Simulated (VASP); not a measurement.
# K2VSiSe4 (P4/mmm) in VASP: single point with PBE

Aim: the single point of K2VSiSe4 with PBE.

All numbers are computed with VASP 6.6.1; they aren't measurements. Logs are shortened: lines on timing, memory, paths and dates and some standing lists are left out, and cuts for length are marked.

## (1) The cell of the first run

It takes space group P4/mmm (No. 123, tetragonal). The conventional cell has a = 4.801 Å, b = 4.801 Å, c = 10.099 Å, α = 90.00°, β = 90.00°, γ = 90.00°. K (site symmetry 4mm) has 8 Se at 3.48 Å and 4 V at 4.23 Å and 4 Si at 4.23 Å within 4.6 Å. V (site symmetry 4/mmm) has 4 Se at 2.40 Å within 3.2 Å. Within 3.2 Å of Si (site symmetry 4/mmm) lie 4 Se at 2.40 Å. Within 3.2 Å of Se (site symmetry mmm) lie 2 V at 2.40 Å. Within 3.2 Å of Se (site symmetry mmm) lie 2 Si at 2.40 Å.

## (2) Single point, PBE, collinear spin, ferromagnetic start

File INCAR:

```
PREC = Accurate ; ENCUT = 520
EDIFF = 1E-7 ; ISMEAR = 0
SIGMA = 0.1 ; LREAL = F
LASPH = T ; NELM = 150
ALGO = Normal ; ISIF = 2
LWAVE = F ; LCHARG = F
ISPIN = 2 ; MAGMOM = 0 0 2 0 0 0 0 0
LORBIT = 11 ; LMAXMIX = 4
GGA = PE ; NBANDS = 44
```

File KPOINTS:

```
regular mesh
0
Gamma
  4 4 2
```

File POSCAR:

```
K2VSiSe4
1.0
    4.8015000000      0.0000000000      0.0000000000
    0.0000000000      4.8015000000      0.0000000000
    0.0000000000      0.0000000000     10.0990292100
K V Si Se
2 1 1 4
Direct
    0.5000000000      0.5000000000      0.2500000000
    0.5000000000      0.5000000000      0.7500000000
    0.0000000000      0.0000000000      0.0000000000
    0.0000000000      0.0000000000      0.5000000000
    0.5000000000      0.0000000000      0.0000000000
    0.0000000000      0.5000000000      0.0000000000
    0.5000000000      0.0000000000      0.5000000000
    0.0000000000      0.5000000000      0.5000000000
```

Potentials or basis: VASP PAW PBE potentials, release 64 (K_sv, V_sv, Si, Se).

Run with:

```sh
cat potpaw_PBE.64/K_sv/POTCAR potpaw_PBE.64/V_sv/POTCAR potpaw_PBE.64/Si/POTCAR potpaw_PBE.64/Se/POTCAR > POTCAR
mpirun -np 1 vasp_std > vasp.out
```

OUTCAR:

```text
PREC = Accurate
   ENCUT = 520
   EDIFF = 1E-7
   ISMEAR = 0
   LREAL = F
   LASPH = T
   NELM = 150
   ISIF = 2
   ISPIN = 2
   LORBIT = 11
   GGA = PE

 ion  position               nearest neighbor table
   1  0.500  0.500  0.250-
   2  0.500  0.500  0.750-
   3  0.000  0.000  0.000-   5 2.40   6 2.40   6 2.40   5 2.40
   4  0.000  0.000  0.500-   7 2.40   8 2.40   8 2.40   7 2.40
   5  0.500  0.000  0.000-   3 2.40   3 2.40
   6  0.000  0.500  0.000-   3 2.40   3 2.40
   7  0.500  0.000  0.500-   4 2.40   4 2.40
   8  0.000  0.500  0.500-   4 2.40   4 2.40

  LATTYP: Found a simple tetragonal cell.
 ALAT       =     4.8015000000
 C/A-ratio  =     2.1033071353

  Lattice vectors:

 A1 = (   4.8015000000,   0.0000000000,   0.0000000000)
 A2 = (   0.0000000000,   4.8015000000,   0.0000000000)
 A3 = (   0.0000000000,   0.0000000000,  10.0990292100)

Analysis of symmetry for initial positions (statically):
=====================================================================
 Subroutine PRICEL returns:
 Original cell was already a primitive cell.

 Routine SETGRP: Setting up the symmetry group for a
 simple tetragonal supercell.

 Subroutine GETGRP returns: Found 16 space group operations
 (whereof 16 operations were pure point group operations)
 out of a pool of 16 trial point group operations.

The static configuration has the point symmetry D_4h.

Analysis of symmetry for dynamics (positions and initial velocities):
=====================================================================
 Subroutine PRICEL returns:
 Original cell was already a primitive cell.

 Routine SETGRP: Setting up the symmetry group for a
 simple tetragonal supercell.

 Subroutine GETGRP returns: Found 16 space group operations
 (whereof 16 operations were pure point group operations)
 out of a pool of 16 trial point group operations.

The dynamic configuration has the point symmetry D_4h.

Analysis of structural, dynamic, and magnetic symmetry:
=====================================================================
 Subroutine PRICEL returns:
 Original cell was already a primitive cell.

 Routine SETGRP: Setting up the symmetry group for a
 simple tetragonal supercell.

 Subroutine GETGRP returns: Found 16 space group operations
 (whereof 16 operations were pure point group operations)
 out of a pool of 16 trial point group operations.

The overall configuration has the point symmetry D_4h.

 Subroutine INISYM returns: Found 16 space group operations
 (whereof 16 operations are pure point group operations),
 and found     1 'primitive' translations

----------------------------------------------------------------------------------------

                                     Primitive cell

  volume of cell :     232.8271

  direct lattice vectors                    reciprocal lattice vectors
     4.801500000  0.000000000  0.000000000     0.208268250  0.000000000  0.000000000
     0.000000000  4.801500000  0.000000000     0.000000000  0.208268250  0.000000000
     0.000000000  0.000000000 10.099029210     0.000000000  0.000000000  0.099019419

  length of vectors
     4.801500000  4.801500000 10.099029210     0.208268250  0.208268250  0.099019419

  position of ions in fractional coordinates (direct lattice)
     0.500000000  0.500000000  0.250000000
     0.500000000  0.500000000  0.750000000
     0.000000000  0.000000000  0.000000000
     0.000000000  0.000000000  0.500000000
     0.500000000  0.000000000  0.000000000
     0.000000000  0.500000000  0.000000000
     0.500000000  0.000000000  0.500000000
     0.000000000  0.500000000  0.500000000

  ion indices of the primitive-cell ions
   primitive index   ion index
                 1           1
                 2           2
                 3           3
                 4           4
                 5           5
                 6           6
                 7           7
                 8           8

[... 38 lines left out ...]
  0.500000  0.250000  0.500000      4.000000
  0.500000  0.500000  0.500000      1.000000
   k-points           NKPTS =     12   k-points in BZ     NKDIM =     12   number of bands    NBANDS=     44
   number of dos      NEDOS =    301   number of ions     NIONS =      8
   total plane-waves  NPLWV = 103680
   dimension x,y,z NGX =    36 NGY =   36 NGZ =   80
   dimension x,y,z NGXF=    72 NGYF=   72 NGZF=  160
   ions per type =               2   1   1   4
   NGX,Y,Z   is equivalent  to a cutoff of  12.46, 12.46, 13.17 a.u.
   NGXF,Y,Z  is equivalent  to a cutoff of  24.93, 24.93, 26.34 a.u.
 SYSTEM =  unknown system
   PREC   = accura    normal or accurate (medium, high low for compatibility)
   ISTART =      0    job   : 0-new  1-cont  2-samecut
   ICHARG =      2    charge: 1-file 2-atom 10-const
   ISPIN  =      2    spin polarized calculation?
   LNONCOLLINEAR =      F non collinear calculations
   LSORBIT =      F    spin-orbit coupling
   LASPH  =      T    aspherical Exc in radial PAW
   ENCUT  =  520.0 eV  38.22 Ry    6.18 a.u.   8.93  8.93 18.78*2*pi/ulx,y,z
   NELM   =    150;   NELMIN=  2; NELMDL= -5     # of ELM steps
   EDIFF  = 0.1E-06   stopping-criterion for ELM
   LREAL  =      F    real-space projection
   EDIFFG = 0.1E-05   stopping-criterion for IOM
   NSW    =      0    number of steps for IOM
   IBRION =     -1    ionic relax: 0-MD 1-quasi-New 2-CG
   NFREE  =      0    steps in history (QN), initial steepest desc. (CG)
   ISIF   =      2    stress and relaxation
   ISYM   =      2    0-nonsym 1-usesym 2-fastsym
   POTIM  = 0.5000    time-step for ionic-motion
   TEBEG  =    0.0;   TEEND  =   0.0 temperature during run
   PSTRESS=    0.0 pullay stress
   NELECT =      59.0000    total number of electrons
   NUPDOWN=      -1.0000    fix difference up-down
   EMIN   =  10.00;   EMAX   =-10.00  energy-range for DOS
   EFERMI =   0.00;   METHOD = LEGACY
   ISMEAR =     0;   SIGMA  =   0.10  broadening in eV -4-tet -1-fermi 0-gaus
   EFERMI_NEDOS =   21; number of points for ismear=-14 and -15
   IALGO  =     38    algorithm
   IMIX   =      4    mixing-type and parameters
     AMIX     =   0.40;   BMIX     =  1.00
     AMIX_MAG =   1.60;   BMIX_MAG =  1.00
  volume/ion in A,a.u.               =      29.10       196.40
  Fermi-wavevector in a.u.,A,eV,Ry     =   1.035971  1.957702 14.602266  1.073236
  Thomas-Fermi vector in A             =   2.170340
   LORBIT       =     11    0 simple, 1 ext, 2 COOP (PROOUT), +10 PAW based schemes
   GGA     = PE    functional components
   LHFCALC =     F    Hartree Fock is set to
   AEXX    =    0.0000 exact exchange contribution
   IVDW    =     0    specifies the selected vdW correction
   LEPSILON=     F    determine dielectric tensor
   LRPA    =     F    only Hartree local field effects (RPA)
 spin polarized calculation
 Gauss-broadening in eV      SIGMA  =   0.10
  energy-cutoff  :      520.00
  volume of cell :      232.83
 maximum number of plane-waves:      6304
 NGX is ok and might be reduce to    36
   NGX = 17   NGY = 17   NGZ = 37

 number of electron      58.9999983 magnetization       2.1761803

 Free energy of the ion-electron system (eV)
  ---------------------------------------------------
  ext. energy  EPLUGINS =         0.00000000
  ---------------------------------------------------
  free energy    TOTEN  =       -34.04476967 eV

  energy without entropy =      -34.02308211  energy(sigma->0) =      -34.03392589

 E-fermi :   2.3401     XC(G=0):  -8.2379

 val. band max:        2.3172434619   @ k =   0.2500   0.2500   0.5000
 cond. band min:       2.3754110697   @ k =   0.2500   0.0000   0.5000
 fundamental gap:      0.0581676079
 Fermi energy:         2.3400508062

 spin component 1

 k-point     1 :       0.0000    0.0000    0.0000
  band No.  band energies     occupation
      1     -63.0242      1.00000
      2     -36.9182      1.00000
      3     -36.9182      1.00000
      4     -36.8649      1.00000
      5     -27.9598      1.00000
      6     -27.9590      1.00000
[... 517 lines left out ...]
     40       7.4205      0.00000
     41       7.5979      0.00000
 Fermi energy:         2.3400508062

 spin component 2

 k-point     1 :       0.0000    0.0000    0.0000
  band No.  band energies     occupation
      1     -61.0754      1.00000
      2     -35.2790      1.00000
      3     -35.2790      1.00000
      4     -34.3271      1.00000
      5     -27.9578      1.00000
      6     -27.9570      1.00000
[... 517 lines left out ...]
     40       7.6965      0.00000
     41       7.6965      0.00000
 [bands above 41 left out]

------------------------ aborting loop because EDIFF is reached ----------------------------------------

  FORCE on cell =-STRESS in cart. coord.  units (eV):
  Direction    XX          YY          ZZ          XY          YZ          ZX
  --------------------------------------------------------------------------------------
  -------------------------------------------------------------------------------------
  Total        6.7123266      6.7123266     -1.5084553      0.0000000     -0.0000000      0.0000000
  in kB       46.1902347     46.1902347    -10.3802912      0.0000000     -0.0000000      0.0000000
  external PRESSURE =      27.3333928 kB  Pullay stress =       0.0000000 kB

 VOLUME and BASIS-vectors are now :
 -----------------------------------------------------------------------------
  energy-cutoff  :      520.00
  volume of cell :      232.83
      direct lattice vectors                 reciprocal lattice vectors
     4.801500000  0.000000000  0.000000000     0.208268250  0.000000000  0.000000000
     0.000000000  4.801500000  0.000000000     0.000000000  0.208268250  0.000000000
     0.000000000  0.000000000 10.099029210     0.000000000  0.000000000  0.099019419

 POSITION                                       TOTAL-FORCE (eV/Angst)
 -----------------------------------------------------------------------------------
      2.40075      2.40075      2.52476         0.000000      0.000000      0.110589
      2.40075      2.40075      7.57427        -0.000000     -0.000000     -0.110589
      0.00000      0.00000      0.00000         0.000000      0.000000      0.000000
      0.00000      0.00000      5.04951         0.000000      0.000000      0.000000
      2.40075      0.00000      0.00000         0.000000      0.000000      0.000000
      0.00000      2.40075      0.00000         0.000000      0.000000      0.000000
      2.40075      0.00000      5.04951         0.000000      0.000000      0.000000
      0.00000      2.40075      5.04951         0.000000      0.000000      0.000000
 -----------------------------------------------------------------------------------
    total drift:                                0.000000      0.000000     -0.000000

  FREE ENERGIE OF THE ION-ELECTRON SYSTEM (eV)
  ---------------------------------------------------
  free  energy   TOTEN  =       -34.0447696731 eV

  energy  without entropy=      -34.0230821128  energy(sigma->0) =      -34.03392589

 total charge

# of ion       s       p       d       tot
------------------------------------------
    1        1.956   5.576   0.027   7.559
    2        1.956   5.576   0.027   7.559
    3        2.224   6.166   3.055  11.445
    4        0.867   0.673   0.000   1.541
    5        1.453   2.420   0.027   3.901
    6        1.453   2.420   0.027   3.901
    7        1.477   2.351   0.039   3.868
    8        1.477   2.351   0.039   3.868
--------------------------------------------------
tot         12.865  27.535   3.241  43.641

 magnetization (x)

# of ion       s       p       d       tot
------------------------------------------
    1        0.000   0.001   0.001   0.002
    2        0.000   0.001   0.001   0.002
    3        0.037   0.019   1.933   1.989
    4        0.000   0.002   0.000   0.003
    5       -0.007  -0.138   0.011  -0.133
    6       -0.007  -0.138   0.011  -0.133
    7        0.000   0.018   0.000   0.019
    8        0.000   0.018   0.000   0.019
--------------------------------------------------
tot          0.025  -0.216   1.958   1.767
```

Wall time 11 min (1 thread of Intel Xeon 8259CL, shared host); peak memory 0.5 GiB.

Results:

```
Free energy                                           : -34.0448 eV
Pressure                                              : 2.7 GPa
Largest force                                         : 0.111 eV/Å
Net moment                                            : 2.18 μB per cell
Site moments                                          : K +0.00; V +1.99; Si +0.00; Se -0.13, +0.02 (each value once) μB
Valence electrons inside the program's atomic spheres : K 7.56; V 11.45; Si 1.54; Se 3.90, 3.87 (each value once)
```

Forces on the atoms (eV/Å):
```
K    0.000  0.000  0.111
K    0.000  0.000 -0.111
V    0.000  0.000  0.000
Si   0.000  0.000  0.000
Se   0.000  0.000  0.000
Se   0.000  0.000  0.000
Se   0.000  0.000  0.000
Se   0.000  0.000  0.000
```

Stress tensor (GPa, compression positive):
```
 4.62  0.00  0.00
 0.00  4.62  0.00
 0.00  0.00 -1.04
```

Caveat: the stress differs along the axes, from -1 to 5 GPa. With open d or f shells a metallic result of PBE can be an artefact of self-interaction; +U or a hybrid may open a gap.
